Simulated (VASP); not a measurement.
# Ru (P6_3/mmc) in VASP: further runs, part 2 of 2

VASP 6.6.1. Earlier steps stand in the parts before.

## (4) Relaxation of cell and atoms, r2SCAN, collinear spin, ferromagnetic start

This run uses another cell than the first one, of 13.55 Å³/atom.

POSCAR

```
Ru
1.0
    2.7038898633      0.0000000000      0.0000000000
   -1.3519449316      2.3416373106      0.0000000000
    0.0000000000      0.0000000000      4.2816800000
Ru
2
Direct
    0.3333333333      0.6666666667      0.2500000000
    0.6666666667      0.3333333333      0.7500000000
```

INCAR.step1

```
SYSTEM = Ru
PREC = Accurate ; ENCUT = 600
ISMEAR = -1 ; SIGMA = 0.05
LREAL = .False. ; LASPH = .True.
NELM = 150 ; ISPIN = 2
MAGMOM = 1 1 ; LMAXMIX = 4
GGA = PE ; ALGO = Normal
EDIFF = 1E-4 ; LWAVE = .True.
LCHARG = .False. ; KPAR = 4
```

INCAR.step2

```
SYSTEM = Ru
PREC = Accurate ; ENCUT = 600
EDIFF = 1E-7 ; ISMEAR = -1
SIGMA = 0.05 ; LREAL = .False.
LASPH = .True. ; NELM = 150
ALGO = Normal ; ISIF = 3
LWAVE = .False. ; LCHARG = .False.
ISPIN = 2 ; MAGMOM = 1 1
LORBIT = 11 ; LMAXMIX = 4
METAGGA = R2SCAN ; LMIXTAU = .True.
IBRION = 2 ; NSW = 80
EDIFFG = -0.01 ; ISTART = 1
KPAR = 4
```

KPOINTS

```
regular mesh
0
Gamma
  13 13 8
  0 0 0
```

Potentials or basis: VASP PAW PBE potentials, release 64 (Ru_pv).

Started as:

```sh
$ cat potpaw_PBE.64/Ru_pv/POTCAR > POTCAR
$ cp INCAR.step1 INCAR
$ mpirun -np 4 vasp_std > vasp.out
$ cp INCAR.step2 INCAR
$ mpirun -np 4 vasp_std > vasp.out
```

It took 17 min on 4 MPI ranks of Oxide Virtual Turin-like, shared host; peak memory 0.23 GiB.

It converged, with:

- Free energy: -50.8594 eV
- Energy gained by relaxing: 0.7 meV/atom
- Ionic steps: 5
- Pressure after relaxing: 0.0 GPa
- Band gap on the k mesh: zero (filled and empty bands overlap)
- Net moment: 0.00 μB per cell
- Valence electrons inside the program's atomic spheres: Ru 12.68

The path:
| step | energy change (eV) | largest force (eV/Å) | pressure (GPa) | volume (Å³) |
| --- | --- | --- | --- | --- |
| 1 | 0.0000 | 0.0000 | -0.09 | 27.11 |
| 2 | 0.0005 | 0.0000 | 0.56 | 27.08 |
| 3 | -0.0014 | 0.0000 | 0.18 | 27.10 |
| 4 | -0.0014 | 0.0000 | -0.48 | 27.15 |
| 5 | -0.0014 | 0.0000 | 0.01 | 27.11 |

Final structure:
```cif
data_structure
_symmetry_space_group_name_H-M 'P 1'
_symmetry_Int_Tables_number 1
_cell_length_a 2.7101
_cell_length_b 2.7101
_cell_length_c 4.2619
_cell_angle_alpha 90.000
_cell_angle_beta 90.000
_cell_angle_gamma 120.000
_cell_volume 27.11
loop_
_atom_site_label
_atom_site_type_symbol
_atom_site_fract_x
_atom_site_fract_y
_atom_site_fract_z
_atom_site_occupancy
Ru1 Ru 0.33333 0.66667 0.25000 1
Ru2 Ru 0.66667 0.33333 0.75000 1
```

Levels at points of the mesh, in eV from the Fermi level:
Spin up:
```
           k point  band 10  band 11  band 12  band 13  band 14  band 15  band 16  band 17  band 18  band 19
(0.00, 0.00, 0.00)    -2.76    -2.51    -2.04    -2.04    -1.56    -1.56     1.18     1.18     1.38     8.36
(0.00, 0.00, 0.50)    -2.96    -2.96    -2.96    -2.84    -2.84     0.52     0.52     0.52     0.52     8.36
```
Spin down:
```tsv
k point	band 12	band 13	band 14	band 15	band 16	band 17
(0.00, 0.00, 0.00)	-2.04	-2.04	-1.56	-1.56	1.18	1.18
(0.00, 0.00, 0.50)	-2.96	-2.84	-2.84	0.52	0.52	0.52
```

Caveat: the PAW data sets were made with another functional, which shifts forces and pressure a little.

## (5) Single point, r2SCAN, collinear spin, ferromagnetic start

POSCAR

```
Ru
1.0
    2.7061557017      0.0000000000      0.0000000000
   -1.3530778508      2.3435995843      0.0000000000
    0.0000000000      0.0000000000      4.2551733744
Ru
2
Direct
    0.3333333333      0.6666666667      0.2500000000
    0.6666666667      0.3333333333      0.7500000000
```

INCAR.step1

```
SYSTEM = Ru
PREC = Accurate
ENCUT = 550
ISMEAR = -1
SIGMA = 0.05
LREAL = .FALSE.
LASPH = .TRUE.
NELM = 200
ISPIN = 2
MAGMOM = 1 1
LMAXMIX = 4
NBANDS = 25
GGA = PE
ALGO = Normal
EDIFF = 1E-5
LWAVE = .TRUE.
LCHARG = .FALSE.
GGA_COMPAT = .FALSE.
```

INCAR.step2

```
SYSTEM = Ru
PREC = Accurate
ENCUT = 550
EDIFF = 1E-6
ISMEAR = -1
SIGMA = 0.05
LREAL = .FALSE.
LASPH = .TRUE.
NELM = 200
ALGO = Normal
ISIF = 2
LWAVE = .FALSE.
LCHARG = .FALSE.
ISPIN = 2
MAGMOM = 1 1
LORBIT = 11
LMAXMIX = 4
METAGGA = R2SCAN
LMIXTAU = .TRUE.
NBANDS = 25
ISTART = 1
GGA_COMPAT = .FALSE.
```

KPOINTS

```
Automatic mesh
0
G
  22 22 12
  0 0 0
```

Started as:

```sh
$ cat potpaw_PBE.64/Ru_pv/POTCAR > POTCAR
$ cp INCAR.step1 INCAR
$ mpirun -np 1 vasp_std > vasp.out
$ cp INCAR.step2 INCAR
$ mpirun -np 1 vasp_std > vasp.out
```

It took 36 min on 1 thread of Oxide Virtual Turin-like, shared host; peak memory 0.42 GiB.

Results (log left out):

| Item | Value |
| --- | --- |
| Free energy | -50.8644 eV |
| Pressure | 1.5 GPa |
| Band gap on the k mesh | zero (filled and empty bands overlap) |
| Net moment | 0.00 μB per cell |
| Valence electrons inside the program's atomic spheres | Ru 12.69 |

Stress tensor (GPa, compression positive):
```
1.05 0.00 0.00
0.00 1.05 0.00
0.00 0.00 2.42
```

Levels at points of the mesh, in eV from the Fermi level:
Spin up:
```tsv
k point	band 11	band 12	band 13	band 14	band 15	band 16	band 17	band 18
(0.00, 0.00, 0.00)	-2.49	-2.01	-2.01	-1.53	-1.53	1.23	1.23	1.43
(0.50, 0.00, 0.00)	-2.16	-1.91	-1.57	1.45	1.90	2.02	4.25	6.43
(0.00, 0.00, 0.50)	-2.94	-2.94	-2.82	-2.82	0.56	0.56	0.56	0.56
(0.50, 0.00, 0.50)	-1.15	-1.15	0.46	0.46	1.73	1.73	3.55	3.55
```
Spin down:
```csv
k point,band 10,band 11,band 12,band 13,band 14,band 15,band 16,band 17,band 18,band 19
"(0.00, 0.00, 0.00)",-2.74,-2.49,-2.01,-2.01,-1.53,-1.53,1.23,1.23,1.43,8.39
"(0.50, 0.00, 0.00)",-3.23,-2.16,-1.91,-1.57,1.45,1.90,2.02,4.25,6.43,8.39
"(0.00, 0.00, 0.50)",-2.94,-2.94,-2.94,-2.82,-2.82,0.56,0.56,0.56,0.56,8.39
"(0.50, 0.00, 0.50)",-4.77,-1.15,-1.15,0.46,0.46,1.73,1.73,3.55,3.55,8.39
```

Caveat: an empty level that is flat over the whole mesh can mark a ghost state of the potentials, or a narrow d or f band; the PAW data sets were made with another functional, which shifts forces and pressure a little.

## (6) Summary

```tsv
task	potentials or basis	spin	cell	k mesh	cutoff (eV)	smearing	gap on the mesh (eV)	pressure (GPa)	moment (μB)
single point	VASP PAW PBE potentials, release 64 (Ru_sv)	off	a = 2.706, b = 2.706, c = 4.258 Å, angles 90.0, 90.0, 120.0°, 2 atoms	13 × 13 × 8	620	fermi-dirac 0.1 eV	none	0.1	-
single point	VASP PAW PBE potentials, release 64 (Ru_sv)	off	a = 2.706, b = 2.706, c = 4.258 Å, angles 90.0, 90.0, 120.0°, 2 atoms	13 × 13 × 8	620	fermi-dirac 0.03 eV	none	-0.1	-
relaxation of cell and atoms	VASP PAW PBE potentials, release 64 (Ru_pv)	collinear, ferromagnetic start	relaxed from a = 2.704, b = 2.704, c = 4.282 Å, angles 90.0, 90.0, 120.0°, 2 atoms	13 × 13 × 8	600	fermi-dirac 0.05 eV	none	0.0	0.00
single point	VASP PAW PBE potentials, release 64 (Ru_pv)	collinear, ferromagnetic start	a = 2.706, b = 2.706, c = 4.255 Å, angles 90.0, 90.0, 120.0°, 2 atoms	22 × 22 × 12	550	fermi-dirac 0.05 eV	none	1.5	0.00
```

Alike in all rows: level r2SCAN.

Caveats: the PAW data sets were made with another functional, which shifts forces and pressure a little; an empty level that is flat over the whole mesh can mark a ghost state of the potentials, or a narrow d or f band (at least some runs).

Absolute energies hang on the potentials; compare differences alone.
